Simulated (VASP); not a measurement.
# Si16Ge (a cell with a defect) in VASP: relaxation of the atoms with PBE+D3(BJ)

Aim: the relaxation of the atoms of Si16Ge (a cell with a defect) with PBE+D3(BJ).

Program: VASP 6.6.1. These are calculated values, not measurements. Logs are shortened: lines on timing, memory, paths and dates and some standing lists are left out, and cuts for length are marked.

**1. The cell of the first run**

The cell holds a defect, 17 atoms: a = 7.679 Å, b = 7.679 Å, c = 7.679 Å, α = 60.00°, β = 60.00°, γ = 60.00°.

**2. Relaxation of the atoms, PBE+D3(BJ)**

Input file INCAR:

```
PREC = Accurate
ENCUT = 520
EDIFF = 1E-6
ISMEAR = 0
SIGMA = 0.02
LREAL = Auto
LASPH = T
NELM = 80
ALGO = Normal
ISIF = 2
LWAVE = F
LCHARG = F
GGA = PE
IVDW = 12
IBRION = 2
NSW = 80
EDIFFG = -0.03
LUSENCCL = F
```

Input file KPOINTS:

```
regular mesh
0
Gamma
  2 2 2
```

Input file POSCAR:

```
Si16Ge
1.0
    0.0000000000      5.4300000000      5.4300000000
    5.4300000000      0.0000000000      5.4300000000
    5.4300000000      5.4300000000      0.0000000000
Si Ge
16 1
Direct
    0.0000000000      0.0000000000      0.0000000000
    0.1250000000      0.1250000000      0.1250000000
    0.0000000000      0.0000000000      0.5000000000
    0.1250000000      0.1250000000      0.6250000000
    0.0000000000      0.5000000000      0.0000000000
    0.1250000000      0.6250000000      0.1250000000
    0.0000000000      0.5000000000      0.5000000000
    0.1250000000      0.6250000000      0.6250000000
    0.5000000000      0.0000000000      0.0000000000
    0.6250000000      0.1250000000      0.1250000000
    0.5000000000      0.0000000000      0.5000000000
    0.6250000000      0.1250000000      0.6250000000
    0.5000000000      0.5000000000      0.0000000000
    0.6250000000      0.6250000000      0.1250000000
    0.5000000000      0.5000000000      0.5000000000
    0.6250000000      0.6250000000      0.6250000000
    0.8170555000      0.3193065000      0.0487933000
```

Potentials or basis: VASP PAW PBE potentials, release 64 (Si, Ge_d).

Launch:

```
cat potpaw_PBE.64/Si/POTCAR potpaw_PBE.64/Ge_d/POTCAR > POTCAR
mpirun -np 1 vasp_std > vasp.out
```

OUTCAR:

```text
PREC = Accurate
   ENCUT = 520
   EDIFF = 1E-6
   ISMEAR = 0
   LREAL = Auto
   LASPH = T
   NELM = 80
   ISIF = 2
   GGA = PE
   IVDW = 12
   IBRION = 2
   NSW = 80
   EDIFFG = -0.03
 IVDW          = 12

 ion  position               nearest neighbor table
   1  0.000  0.000  0.000-  17 2.25   4 2.35   6 2.35  10 2.35   2 2.35
   2  0.125  0.125  0.125-  17 2.27   3 2.35   5 2.35   9 2.35   1 2.35
   3  0.000  0.000  0.500-   2 2.35   4 2.35   8 2.35  12 2.35
   4  0.125  0.125  0.625-   1 2.35   3 2.35   7 2.35  11 2.35
   5  0.000  0.500  0.000-  17 2.22   6 2.35   8 2.35  14 2.35   2 2.35
   6  0.125  0.625  0.125-   1 2.35   5 2.35   7 2.35  13 2.35
   7  0.000  0.500  0.500-   4 2.35   6 2.35   8 2.35  16 2.35
   8  0.125  0.625  0.625-   3 2.35   5 2.35   7 2.35  15 2.35
   9  0.500  0.000  0.000-   2 2.35  10 2.35  12 2.35  14 2.35
  10  0.625  0.125  0.125-  17 2.28   9 2.35  11 2.35  13 2.35   1 2.35
  11  0.500  0.000  0.500-   4 2.35  10 2.35  12 2.35  16 2.35
  12  0.625  0.125  0.625-   3 2.35   9 2.35  11 2.35  15 2.35
  13  0.500  0.500  0.000-  17 2.24  10 2.35  14 2.35  16 2.35   6 2.35
  14  0.625  0.625  0.125-  17 2.25   9 2.35  13 2.35  15 2.35   5 2.35
  15  0.500  0.500  0.500-   8 2.35  12 2.35  14 2.35  16 2.35
  16  0.625  0.625  0.625-   7 2.35  11 2.35  13 2.35  15 2.35
  17  0.817  0.319  0.049-   5 2.22  13 2.24   1 2.25  14 2.25   2 2.27  10 2.28

  LATTYP: Found a face centered cubic cell.
 ALAT       =    10.8600000000

  Lattice vectors:

 A1 = (   0.0000000000,   5.4300000000,   5.4300000000)
 A2 = (   5.4300000000,   0.0000000000,   5.4300000000)
 A3 = (   5.4300000000,   5.4300000000,   0.0000000000)

Analysis of symmetry for initial positions (statically):
=====================================================================
 Subroutine PRICEL returns:
 Original cell was already a primitive cell.

 Routine SETGRP: Setting up the symmetry group for a
 face centered cubic supercell.

 Subroutine GETGRP returns: Found  1 space group operations
 (whereof  1 operations were pure point group operations)
 out of a pool of 48 trial point group operations.

The static configuration has the point symmetry C_1 .

Analysis of symmetry for dynamics (positions and initial velocities):
=====================================================================
 Subroutine PRICEL returns:
 Original cell was already a primitive cell.

 Routine SETGRP: Setting up the symmetry group for a
 face centered cubic supercell.

 Subroutine GETGRP returns: Found  1 space group operations
 (whereof  1 operations were pure point group operations)
 out of a pool of 48 trial point group operations.

The dynamic configuration has the point symmetry C_1 .

[... 103 lines left out ...]
   ISTART =      0    job   : 0-new  1-cont  2-samecut
   ICHARG =      2    charge: 1-file 2-atom 10-const
   ISPIN  =      1    spin polarized calculation?
   LNONCOLLINEAR =      F non collinear calculations
   LSORBIT =      F    spin-orbit coupling
   LASPH  =      T    aspherical Exc in radial PAW
   ENCUT  =  520.0 eV  38.22 Ry    6.18 a.u.  14.28 14.28 14.28*2*pi/ulx,y,z
   NELM   =     80;   NELMIN=  2; NELMDL= -5     # of ELM steps
   EDIFF  = 0.1E-05   stopping-criterion for ELM
   LREAL  =      T    real-space projection
   EDIFFG = -.3E-01   stopping-criterion for IOM
   NSW    =     80    number of steps for IOM
   IBRION =      2    ionic relax: 0-MD 1-quasi-New 2-CG
   NFREE  =      1    steps in history (QN), initial steepest desc. (CG)
   ISIF   =      2    stress and relaxation
   ISYM   =      2    0-nonsym 1-usesym 2-fastsym
   POTIM  = 0.5000    time-step for ionic-motion
   TEBEG  =    0.0;   TEEND  =   0.0 temperature during run
   PSTRESS=    0.0 pullay stress
   NELECT =      78.0000    total number of electrons
   NUPDOWN=      -1.0000    fix difference up-down
   EMIN   =  10.00;   EMAX   =-10.00  energy-range for DOS
   EFERMI =   0.00;   METHOD = LEGACY
   ISMEAR =     0;   SIGMA  =   0.02  broadening in eV -4-tet -1-fermi 0-gaus
   EFERMI_NEDOS =   21; number of points for ismear=-14 and -15
   IALGO  =     38    algorithm
   IMIX   =      4    mixing-type and parameters
     AMIX     =   0.40;   BMIX     =  1.00
     AMIX_MAG =   1.60;   BMIX_MAG =  1.00
  volume/ion in A,a.u.               =      18.84       127.11
  Fermi-wavevector in a.u.,A,eV,Ry     =   1.022421  1.932096 14.222785  1.045345
  Thomas-Fermi vector in A             =   2.156100
   LORBIT       =      0    0 simple, 1 ext, 2 COOP (PROOUT), +10 PAW based schemes
   GGA     = PE    functional components
   LHFCALC =     F    Hartree Fock is set to
   AEXX    =    0.0000 exact exchange contribution
   IVDW    =    12    specifies the selected vdW correction
   LEPSILON=     F    determine dielectric tensor
   LRPA    =     F    only Hartree local field effects (RPA)
 conjugate gradient relaxation of ions
 non-spin polarized calculation
 Gauss-broadening in eV      SIGMA  =   0.02
  energy-cutoff  :      520.00
  volume of cell :      320.21
 maximum number of plane-waves:      8646
 NGX is ok and might be reduce to    60
   NGX = 29   NGY = 29   NGZ = 29

--------------------------------------- Ionic step        1  -------------------------------------------

 number of electron      78.0000003 magnetization

 Free energy of the ion-electron system (eV)
  ---------------------------------------------------
  ext. energy  EPLUGINS =         0.00000000
  ---------------------------------------------------
  free energy    TOTEN  =       -84.79941403 eV

  energy without entropy =      -84.79558668  energy(sigma->0) =      -84.79750036

------------------------ aborting loop because EDIFF is reached ----------------------------------------

 Edisp (eV)   -5.67621

 E8    (eV) :    -2.3605
[... 150 lines left out ...]
  FREE ENERGIE OF THE ION-ELECTRON SYSTEM (eV)
  ---------------------------------------------------
  free  energy   TOTEN  =       -91.6000740304 eV

  energy  without entropy=      -91.5972570454  energy(sigma->0) =      -91.59866554

[... ionic steps 4 to 19 ...]

--------------------------------------- Ionic step       20  -------------------------------------------

 number of electron      78.0000003 magnetization

------------------------ aborting loop because EDIFF is reached ----------------------------------------
[... 105 lines left out ...]
--------------------------------------- Ionic step       22  -------------------------------------------

 number of electron      78.0000002 magnetization

 Free energy of the ion-electron system (eV)
  ---------------------------------------------------
  ext. energy  EPLUGINS =         0.00000000
  ---------------------------------------------------
  free energy    TOTEN  =       -86.35520149 eV

  energy without entropy =      -86.35520146  energy(sigma->0) =      -86.35520147

 E-fermi :   6.6445     XC(G=0):  -9.7717

 val. band max:        6.5730847676   @ k =   0.5000   0.5000   0.0000
 cond. band min:       6.7138746985   @ k =   0.0000   0.0000   0.0000
 fundamental gap:      0.1407899309
 Fermi energy:         6.6445199204

 k-point     1 :       0.0000    0.0000    0.0000
  band No.  band energies     occupation
      1     -17.9306      2.00000
      2     -17.9305      2.00000
      3     -17.8017      2.00000
      4     -17.8016      2.00000
      5     -17.7960      2.00000
      6      -6.3516      2.00000
[... 445 lines left out ...]
  FREE ENERGIE OF THE ION-ELECTRON SYSTEM (eV)
  ---------------------------------------------------
  free  energy   TOTEN  =       -92.0221557708 eV

  energy  without entropy=      -92.0221557470  energy(sigma->0) =      -92.02215576

 reached required accuracy - stopping structural energy minimisation
```

CONTCAR:

```text
Si16Ge
    1.000000000000000
     0.0000000000000000    5.4299999999999997    5.4299999999999997
     5.4299999999999997    0.0000000000000000    5.4299999999999997
     5.4299999999999997    5.4299999999999997    0.0000000000000000
  Si              Ge
    16     1
Direct
     0.0142865634024816    0.9630694827759422    0.0085518523323465
     0.1554380091421101    0.1154614412413482    0.1137170492503812
     0.0163302862074397    0.9994683999874461    0.4849789965889263
     0.1289967831678029    0.1061191756485613    0.6360119559305970
     0.0141705850330926    0.5144078808579321    0.0085804098690082
     0.1009510185049118    0.6011327602581863    0.1969866841968285
[... 9 lines left out ...]
     0.6059731550916517    0.6291097113958989    0.6360545269858546
     0.8186835414937715    0.3187192901393114    0.0439163442378902

  0.00000000E+00  0.00000000E+00  0.00000000E+00
  0.00000000E+00  0.00000000E+00  0.00000000E+00
  0.00000000E+00  0.00000000E+00  0.00000000E+00
  0.00000000E+00  0.00000000E+00  0.00000000E+00
  0.00000000E+00  0.00000000E+00  0.00000000E+00
  0.00000000E+00  0.00000000E+00  0.00000000E+00
[... 9 lines left out ...]
  0.00000000E+00  0.00000000E+00  0.00000000E+00
  0.00000000E+00  0.00000000E+00  0.00000000E+00
```

Run time: 12 min. Hardware: 1 × NVIDIA H100 80GB with 1 thread of Intel Xeon Platinum 8481C at 2.70GHz (Sapphire Rapids), shared host; peak memory 1.4 GiB.

Results:

| Property | Result |
| --- | --- |
| Free energy | -92.0222 eV |
| Energy gained by relaxing | 91.0 meV/atom |
| Ionic steps | 22 |
| Pressure after relaxing | 2.6 GPa |
| Largest force after relaxing | 0.023 eV/Å |
| Band gap on the k mesh | 0.14 eV |
| Dispersion energy per atom | -0.333 eV |

Forces on the atoms (eV/Å):
```
Si  -0.009 -0.013  0.012
Si   0.008  0.011  0.001
Si   0.003  0.006 -0.004
Si   0.009 -0.002  0.000
Si  -0.018 -0.014 -0.001
Si   0.007  0.009 -0.006
Si  -0.006 -0.007  0.008
Si  -0.004 -0.002 -0.009
Si  -0.006 -0.009  0.009
Si   0.005 -0.002 -0.020
Si   0.002  0.003 -0.004
Si  -0.006 -0.007  0.010
Si  -0.016 -0.004  0.012
Si   0.004  0.009 -0.005
Si   0.008  0.005 -0.005
Si  -0.003  0.008  0.000
Ge   0.021  0.010  0.001
```

The path:
```csv
step,energy change (eV),largest force (eV/Å),pressure (GPa)
1,0.0000,3.1929,6.69
2,-1.1211,1.0280,4.84
3,-1.1244,0.9845,4.86
4,-1.2230,0.5723,4.66
5,-1.2406,0.6328,4.55
6,-1.2885,0.2819,4.41
7,-1.3001,0.3702,4.32
8,-1.3395,0.3194,4.22
9,-1.4249,0.3061,3.90
10,-1.4658,0.5197,3.21
11,-1.4923,0.4519,3.03
12,-1.5302,0.2557,2.45
13,-1.5303,0.2479,2.41
14,-1.5380,0.1635,2.45
15,-1.5427,0.1126,2.52
16,-1.5439,0.0810,2.53
17,-1.5443,0.0527,2.53
18,-1.5448,0.0527,2.54
19,-1.5455,0.0594,2.56
20,-1.5460,0.0336,2.56
21,-1.5463,0.0445,2.58
22,-1.5465,0.0233,2.58
```

Final structure:
```
Si Ge
1.0
     0.00000    5.43000    5.43000
     5.43000    0.00000    5.43000
     5.43000    5.43000    0.00000
Si Ge
16 1
Direct
  0.01429 0.96307 0.00855
  0.15544 0.11546 0.11372
  0.01633 0.99947 0.48498
  0.12900 0.10612 0.63601
  0.01417 0.51441 0.00858
  0.10095 0.60113 0.19699
  0.97387 0.47399 0.57843
  0.12901 0.62913 0.63606
  0.52050 0.02067 0.93858
  0.61554 0.11554 0.11374
  0.49932 0.99943 0.48503
  0.64633 0.14645 0.56097
  0.46292 0.51446 0.00859
  0.61536 0.65567 0.11367
  0.49938 0.51648 0.48492
  0.60597 0.62911 0.63605
  0.81868 0.31872 0.04392
```

Caveat: the k points lie up to 0.50 Å⁻¹ apart.
